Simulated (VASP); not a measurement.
# HfMg6Ga in VASP: further runs

Runs on HfMg6Ga. Level: PBE. Tasks: single point.

Program: VASP 6.6.1. These are calculated values, not measurements. Logs are shortened: lines on timing, memory, paths and dates and some standing lists are left out, and cuts for length are marked.

### Step 1. The cell of the first run

Symmetry: Amm2, No. 38, orthorhombic system. The conventional cell has a = 5.000 Å, b = 5.998 Å, c = 11.321 Å, α = 90.00°, β = 90.00°, γ = 90.00°. Within 4.0 Å of Hf (site symmetry mm2) lie 2 Ga at 3.00 Å and 10 Mg at 3.04 to 3.22 Å. Within 4.0 Å of Ga (site symmetry mm2) lie 2 Hf at 3.00 Å and 10 Mg at 3.04 to 3.27 Å. Mg (site symmetry mm2) has 10 Mg at 3.00 to 3.22 Å and 2 Hf at 3.04 Å within 4.0 Å. Within 4.0 Å of Mg (site symmetry mm2) lie 10 Mg at 3.00 to 3.28 Å and 2 Ga at 3.04 Å. Within 3.9 Å of Mg (site symmetry m) lie 8 Mg at 2.94 to 3.28 Å and 2 Ga at 3.10 Å and 2 Hf at 3.10 Å. Within 3.9 Å of Mg (site symmetry m) lie 8 Mg at 3.00 to 3.14 Å and 2 Ga at 3.13 to 3.27 Å and 2 Hf at 3.18 to 3.22 Å.

### Step 2. Single point, PBE

INCAR

```
SYSTEM = HfMg6Ga
PREC = Accurate
ENCUT = 520
EDIFF = 1E-6
ISMEAR = -1
SIGMA = 0.05
LREAL = .FALSE.
LASPH = .TRUE.
NELM = 80
ALGO = Fast
ISIF = 2
LWAVE = .FALSE.
LCHARG = .FALSE.
GGA = PE
NBANDS = 28
```

KPOINTS

```
Automatic mesh
0
G
  6 5 5
  0 0 0
```

POSCAR

```
HfMg6Ga
1.0
    4.9995320000      0.0000000000      0.0000000000
    0.0000000000      2.9990610000      5.6605095000
    0.0000000000     -2.9990610000      5.6605095000
Hf Ga Mg
1 1 6
Direct
    0.5000000000      0.6766380000      0.6766380000
    0.5000000000      0.1673630000      0.1673630000
    0.0000000000      0.8289820000      0.8289820000
    0.0000000000      0.3202380000      0.3202380000
    0.0000000000      0.3338080000      0.8238020000
    0.0000000000      0.8238020000      0.3338080000
    0.5000000000      0.1748090000      0.6743550000
    0.5000000000      0.6743550000      0.1748090000
```

Potentials or basis: VASP PAW PBE potentials, release 64 (Hf_pv, Ga_d, Mg).

Run with:

```sh
$ cat potpaw_PBE.64/Hf_pv/POTCAR potpaw_PBE.64/Ga_d/POTCAR potpaw_PBE.64/Mg/POTCAR > POTCAR
$ mpirun -np 1 vasp_std > vasp.out
```

OUTCAR:

```text
SYSTEM = HfMg6Ga
   PREC = Accurate
   ENCUT = 520
   EDIFF = 1E-6
   ISMEAR = -1
   LREAL = .FALSE.
   LASPH = .TRUE.
   NELM = 80
   ISIF = 2
   GGA = PE

 ion  position               nearest neighbor table
   1  0.500  0.677  0.677-   2 3.00   2 3.00   3 3.04   3 3.04   6 3.10   5 3.10   5 3.10   6 3.10
                             8 3.18   7 3.18   7 3.22   8 3.22
   2  0.500  0.167  0.167-   1 3.00   1 3.00   4 3.04   4 3.04   6 3.10   5 3.10   5 3.10   6 3.10
                             8 3.13   7 3.13   8 3.27   7 3.27
   3  0.000  0.829  0.829-   4 3.00   4 3.00   1 3.04   1 3.04   8 3.11   7 3.11   7 3.11   8 3.11
                             6 3.19   5 3.19   5 3.22   6 3.22
   4  0.000  0.320  0.320-   3 3.00   3 3.00   2 3.04   2 3.04   6 3.13   5 3.13   8 3.14   7 3.14
                             7 3.14   8 3.14   6 3.28   5 3.28
   5  0.000  0.334  0.824-   6 2.94   7 3.05   7 3.05   6 3.06   2 3.10   2 3.10   1 3.10   1 3.10
                             4 3.13   3 3.19   3 3.22   4 3.28
   6  0.000  0.824  0.334-   5 2.94   8 3.05   8 3.05   5 3.06   2 3.10   2 3.10   1 3.10   1 3.10
                             4 3.13   3 3.19   3 3.22   4 3.28
   7  0.500  0.175  0.674-   8 3.00   8 3.00   5 3.05   5 3.05   3 3.11   3 3.11   2 3.13   4 3.14
                             4 3.14   1 3.18   1 3.22   2 3.27
   8  0.500  0.674  0.175-   7 3.00   7 3.00   6 3.05   6 3.05   3 3.11   3 3.11   2 3.13   4 3.14
                             4 3.14   1 3.18   1 3.22   2 3.27

  LATTYP: Found a base centered orthorhombic cell.
 ALAT       =     5.9981220000
 B/A-ratio  =     1.8874272647
 C/A-ratio  =     0.8335162239

  Lattice vectors:

 A1 = (   0.0000000000,   2.9990610000,  -5.6605095000)
 A2 = (   0.0000000000,   2.9990610000,   5.6605095000)
 A3 = (   4.9995320000,   0.0000000000,   0.0000000000)

Analysis of symmetry for initial positions (statically):
=====================================================================
 Subroutine PRICEL returns:
 Original cell was already a primitive cell.

 Routine SETGRP: Setting up the symmetry group for a
 base centered orthorhombic supercell.

 Subroutine GETGRP returns: Found  4 space group operations
 (whereof  4 operations were pure point group operations)
 out of a pool of  8 trial point group operations.

The static configuration has the point symmetry C_2v.

Analysis of symmetry for dynamics (positions and initial velocities):
=====================================================================
 Subroutine PRICEL returns:
 Original cell was already a primitive cell.

 Routine SETGRP: Setting up the symmetry group for a
 base centered orthorhombic supercell.

 Subroutine GETGRP returns: Found  4 space group operations
 (whereof  4 operations were pure point group operations)
 out of a pool of  8 trial point group operations.

The dynamic configuration has the point symmetry C_2v.

 Subroutine INISYM returns: Found  4 space group operations
 (whereof  4 operations are pure point group operations),
 and found     1 'primitive' translations

----------------------------------------------------------------------------------------

                                     Primitive cell

  volume of cell :     169.7462

  direct lattice vectors                    reciprocal lattice vectors
     4.999532000  0.000000000  0.000000000     0.200018722  0.000000000  0.000000000
     0.000000000  2.999061000  5.660509500     0.000000000  0.166718850  0.088331271
     0.000000000 -2.999061000  5.660509500     0.000000000 -0.166718850  0.088331271

  length of vectors
     4.999532000  6.405914039  6.405914039     0.200018722  0.188673232  0.188673232

  position of ions in fractional coordinates (direct lattice)
     0.500000000  0.676638000  0.676638000
     0.500000000  0.167363000  0.167363000
     0.000000000  0.828982000  0.828982000
     0.000000000  0.320238000  0.320238000
     0.000000000  0.333808000  0.823802000
     0.000000000  0.823802000  0.333808000
     0.500000000  0.174809000  0.674355000
     0.500000000  0.674355000  0.174809000

  ion indices of the primitive-cell ions
   primitive index   ion index
                 1           1
                 2           2
                 3           3
                 4           4
                 5           5
                 6           6
                 7           7
                 8           8

----------------------------------------------------------------------------------------

 KPOINTS: Automatic mesh

Automatic generation of k-mesh.
 Grid dimensions read from file:
 generate k-points for:    6    5    5

 Generating k-lattice:

  Cartesian coordinates                     Fractional coordinates (reciprocal lattice)
     0.033336454  0.000000000  0.000000000     0.166666667  0.000000000  0.000000000
     0.000000000  0.033343770  0.017666254     0.000000000  0.200000000  0.000000000
     0.000000000 -0.033343770  0.017666254     0.000000000  0.000000000  0.200000000

  Length of vectors
     0.033336454  0.037734646  0.037734646

  Shift w.r.t. Gamma in fractional coordinates (k-lattice)
     0.000000000  0.000000000  0.000000000

 Subroutine IBZKPT returns following result:
 ===========================================

 Found     36 irreducible k-points:

 Following reciprocal coordinates:
            Coordinates               Weight
  0.000000  0.000000  0.000000      1.000000
  0.166667  0.000000  0.000000      2.000000
  0.333333  0.000000  0.000000      2.000000
  0.500000  0.000000  0.000000      1.000000
  0.000000  0.200000  0.000000      4.000000
  0.166667  0.200000  0.000000      8.000000
[... 16 lines left out ...]
  0.333333 -0.400000  0.200000      8.000000
  0.500000 -0.400000  0.200000      4.000000
 [... further k-points ...]
   k-points           NKPTS =     36   k-points in BZ     NKDIM =     36   number of bands    NBANDS=     28
   number of dos      NEDOS =    301   number of ions     NIONS =      8
   total plane-waves  NPLWV =  92160
   dimension x,y,z NGX =    40 NGY =   48 NGZ =   48
   dimension x,y,z NGXF=    80 NGYF=   96 NGZF=   96
   ions per type =               1   1   6
   NGX,Y,Z   is equivalent  to a cutoff of  13.30, 12.46, 12.46 a.u.
   NGXF,Y,Z  is equivalent  to a cutoff of  26.60, 24.91, 24.91 a.u.
 SYSTEM =  HfMg6Ga
   PREC   = accura    normal or accurate (medium, high low for compatibility)
   ISTART =      0    job   : 0-new  1-cont  2-samecut
   ICHARG =      2    charge: 1-file 2-atom 10-const
   ISPIN  =      1    spin polarized calculation?
   LNONCOLLINEAR =      F non collinear calculations
   LSORBIT =      F    spin-orbit coupling
   LASPH  =      T    aspherical Exc in radial PAW
   ENCUT  =  520.0 eV  38.22 Ry    6.18 a.u.   9.30 11.91 11.91*2*pi/ulx,y,z
   NELM   =     80;   NELMIN=  2; NELMDL= -5     # of ELM steps
   EDIFF  = 0.1E-05   stopping-criterion for ELM
   LREAL  =      F    real-space projection
   EDIFFG = 0.1E-04   stopping-criterion for IOM
   NSW    =      0    number of steps for IOM
   IBRION =     -1    ionic relax: 0-MD 1-quasi-New 2-CG
   NFREE  =      0    steps in history (QN), initial steepest desc. (CG)
   ISIF   =      2    stress and relaxation
   ISYM   =      2    0-nonsym 1-usesym 2-fastsym
   POTIM  = 0.5000    time-step for ionic-motion
   TEBEG  =    0.0;   TEEND  =   0.0 temperature during run
   PSTRESS=    0.0 pullay stress
   NELECT =      35.0000    total number of electrons
   NUPDOWN=      -1.0000    fix difference up-down
   EMIN   =  10.00;   EMAX   =-10.00  energy-range for DOS
   EFERMI =   0.00;   METHOD = LEGACY
   ISMEAR =    -1;   SIGMA  =   0.05  broadening in eV -4-tet -1-fermi 0-gaus
   EFERMI_NEDOS =   21; number of points for ismear=-14 and -15
   IALGO  =     68    algorithm
   IMIX   =      4    mixing-type and parameters
     AMIX     =   0.40;   BMIX     =  1.00
     AMIX_MAG =   1.60;   BMIX_MAG =  1.00
  volume/ion in A,a.u.               =      21.22       143.19
  Fermi-wavevector in a.u.,A,eV,Ry     =   0.967158  1.827664 12.726818  0.935395
  Thomas-Fermi vector in A             =   2.097020
   LORBIT       =      0    0 simple, 1 ext, 2 COOP (PROOUT), +10 PAW based schemes
   GGA     = PE    functional components
   LHFCALC =     F    Hartree Fock is set to
   AEXX    =    0.0000 exact exchange contribution
   IVDW    =     0    specifies the selected vdW correction
   LEPSILON=     F    determine dielectric tensor
   LRPA    =     F    only Hartree local field effects (RPA)
 non-spin polarized calculation
 RMM-DIIS sequential band-by-band and
  energy-cutoff  :      520.00
  volume of cell :      169.75
 maximum number of plane-waves:      4601
 NGX is ok and might be reduce to    40
   NGX = 19   NGY = 23   NGZ = 23

 number of electron      34.9999995 magnetization

 Free energy of the ion-electron system (eV)
  ---------------------------------------------------
  ext. energy  EPLUGINS =         0.00000000
  ---------------------------------------------------
  free energy    TOTEN  =       -21.74474514 eV

  energy without entropy =      -21.71822382  energy(sigma->0) =      -21.73148448

 E-fermi :   3.4292     XC(G=0):  -9.3141

 val. band max:        3.4213781005   @ k =   0.5000   0.4000   0.4000
 cond. band min:       3.4735581871   @ k =   0.1667   0.0000   0.0000
 fundamental gap:      0.0521800866
 Fermi energy:         3.4291950679

 k-point     1 :       0.0000    0.0000    0.0000
  band No.  band energies     occupation
      1     -27.7097      2.00000
      2     -27.6163      2.00000
      3     -27.5700      2.00000
      4     -11.1187      2.00000
      5     -11.1139      2.00000
      6     -11.0475      2.00000
[... 20 lines left out ...]
     27       6.9397      0.00000
     28       7.1939      0.00000

 k-point     2 :       0.1667    0.0000    0.0000
  band No.  band energies     occupation
      1     -27.7104      2.00000
      2     -27.6162      2.00000
      3     -27.5700      2.00000
      4     -11.1178      2.00000
      5     -11.1142      2.00000
      6     -11.0472      2.00000
[... 674 lines left out ...]
 k-point    24 :       0.5000   -0.4000    0.2000
  band No.  band energies     occupation
      1     -27.7122      2.00000
      2     -27.6169      2.00000
      3     -27.5700      2.00000
      4     -11.1153      2.00000
      5     -11.1149      2.00000
      6     -11.0443      2.00000
[... 20 lines left out ...]
     27       7.8777      0.00000
     28       8.7779      0.00000

 [... further k-points ...]

------------------------ aborting loop because EDIFF is reached ----------------------------------------

  FORCE on cell =-STRESS in cart. coord.  units (eV):
  Direction    XX          YY          ZZ          XY          YZ          ZX
  --------------------------------------------------------------------------------------
  -------------------------------------------------------------------------------------
  Total       -0.1033217      0.5222420     -0.3200720      0.0000000      0.0000000      0.0000000
  in kB       -0.9752184      4.9292656     -3.0210514      0.0000000      0.0000000      0.0000000
  external PRESSURE =       0.3109986 kB  Pullay stress =       0.0000000 kB

 VOLUME and BASIS-vectors are now :
 -----------------------------------------------------------------------------
  energy-cutoff  :      520.00
  volume of cell :      169.75
      direct lattice vectors                 reciprocal lattice vectors
     4.999532000  0.000000000  0.000000000     0.200018722  0.000000000  0.000000000
     0.000000000  2.999061000  5.660509500     0.000000000  0.166718850  0.088331271
     0.000000000 -2.999061000  5.660509500     0.000000000 -0.166718850  0.088331271

 POSITION                                       TOTAL-FORCE (eV/Angst)
 -----------------------------------------------------------------------------------
      2.49977      0.00000      7.66023         0.000000      0.000000     -0.004244
      2.49977      0.00000      1.89472         0.000000      0.000000      0.030040
      0.00000      0.00000      9.38492         0.000000      0.000000      0.077772
      0.00000      0.00000      3.62542         0.000000      0.000000     -0.020588
      0.00000     -1.46952      6.55266         0.000000      0.017296     -0.009934
      0.00000      1.46952      6.55266         0.000000     -0.017296     -0.009934
      2.49977     -1.49817      4.80670         0.000000      0.002694     -0.031556
      2.49977      1.49817      4.80670         0.000000     -0.002694     -0.031556
 -----------------------------------------------------------------------------------
    total drift:                               -0.000000      0.000000     -0.001189

  FREE ENERGIE OF THE ION-ELECTRON SYSTEM (eV)
  ---------------------------------------------------
  free  energy   TOTEN  =       -21.7447451439 eV

  energy  without entropy=      -21.7182238176  energy(sigma->0) =      -21.73148448
```

It took 3.6 min on 1 thread of Oxide Virtual Turin-like, shared host; peak memory 0.37 GiB.

What came out:

- Free energy: -21.7447 eV
- Pressure: 0.0 GPa
- Largest force: 0.078 eV/Å
- Band gap on the k mesh: zero (an odd number of electrons rules out a gap without spin polarisation)

Forces on the atoms (eV/Å):
```
Hf   0.000  0.000 -0.004
Ga   0.000  0.000  0.030
Mg   0.000  0.000  0.078
Mg   0.000  0.000 -0.021
Mg   0.000  0.017 -0.010
Mg   0.000 -0.017 -0.010
Mg   0.000  0.003 -0.032
Mg   0.000 -0.003 -0.032
```

Caveat: spin-orbit coupling is left out, which moves the levels of the heavy elements.

### Step 3. Single point, PBE (atoms moved at random)

INCAR, as its differences from that of step 2:

```diff
@@ -8,3 +8,3 @@
 LASPH = .TRUE.
-NELM = 80
+NELM = 100
 ALGO = Fast
```

KPOINTS

```
regular mesh
0
G
  6 5 5
  0 0 0
```

POSCAR

```
HfMg6Ga
1.0
    4.9995320000      0.0000000000      0.0000000000
    0.0000000000      2.9990610000      5.6605095000
    0.0000000000     -2.9990610000      5.6605095000
Hf Ga Mg
1 1 6
Direct
    0.5002760000      0.6740900000      0.6805030000
    0.5029000000      0.1594690000      0.1670190000
   -0.0033330000      0.8266550000      0.8276750000
   -0.0075900000      0.3083490000      0.3193230000
   -0.0154030000      0.3320110000      0.8259580000
    0.0027810000      0.8220970000      0.3376070000
    0.4959540000      0.1782620000      0.6742590000
    0.4914260000      0.6709910000      0.1795370000
```

Potentials or basis: VASP PAW PBE potentials, release 64 (Hf_pv, Ga_d, Mg).

Run with:

```sh
$ cat potpaw_PBE.64/Hf_pv/POTCAR potpaw_PBE.64/Ga_d/POTCAR potpaw_PBE.64/Mg/POTCAR > POTCAR
$ mpirun -np 1 vasp_std > vasp.out
```

Wall time 6.4 min (1 thread of Oxide Virtual Turin-like, shared host); peak memory 0.52 GiB.

It converged, with:

```
Free energy            : -21.7124 eV
Pressure               : 0.1 GPa
Largest force          : 0.292 eV/Å
Band gap on the k mesh : zero (an odd number of electrons rules out a gap without spin polarisation)
```

Forces on the atoms (eV/Å):
```
Hf  -0.167  0.040 -0.027
Ga  -0.123  0.011  0.128
Mg   0.026 -0.090  0.203
Mg   0.047  0.104  0.156
Mg   0.273  0.036 -0.097
Mg  -0.083 -0.057 -0.147
Mg  -0.099 -0.107 -0.127
Mg   0.125  0.064 -0.088
```

Stress tensor (GPa, compression positive):
```
-0.06 -0.26 -0.02
-0.26  0.39  0.00
-0.02  0.00  0.07
```

Levels at points of the mesh, in eV from the Fermi level:
| k point | band 13 | band 14 | band 15 | band 16 | band 17 | band 18 | band 19 | band 20 | band 21 | band 22 |
| --- | --- | --- | --- | --- | --- | --- | --- | --- | --- | --- |
| (0.00, 0.00, 0.00) | -2.27 | -2.11 | -1.78 | -1.77 | -1.19 | 0.05 | 0.30 | 1.45 | 1.73 | 1.80 |
| (0.50, 0.00, 0.00) | -1.72 | -1.69 | -1.51 | -1.34 | -0.90 | -0.72 | -0.63 | -0.48 | -0.27 | -0.13 |

Caveat: the cell differs from its parent crystal (atoms moved at random); spin-orbit coupling is left out, which moves the levels of the heavy elements.

The gap in the log of VASP goes by the Fermi energy; the results here count the filled bands.